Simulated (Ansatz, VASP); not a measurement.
## LiCl: VASP beside Ansatz

```
Li Cl
1.0
     0.00000    2.59800    2.59800
     2.59800    0.00000    2.59800
     2.59800    2.59800    0.00000
Li Cl
1 1
Direct
  0.00000 0.00000 0.00000
  0.50000 0.50000 0.50000
```

Alike in both runs: task single point; functional PBE; k mesh 8 × 8 × 8; occupations gaussian, width 0.02 eV; no spin polarisation.

|  | VASP | Ansatz |
| --- | --- | --- |
| version | VASP 6.6.1 | Ansatz 0.2.0 |
| potentials or method | VASP PAW PBE potentials, release 64 (Li_sv, Cl), cutoff 750 eV | scalar-relativistic, plane waves, PAW |
| valence electrons in the cell | 10 | 10 |

```csv
,VASP,Ansatz,Ansatz less VASP
gap on the k mesh at the Fermi level (eV),6.12,6.11,-0.006
least direct gap on the mesh (eV),6.12,6.11,-0.006
pressure (GPa),-0.9,-0.8,+0.07
```
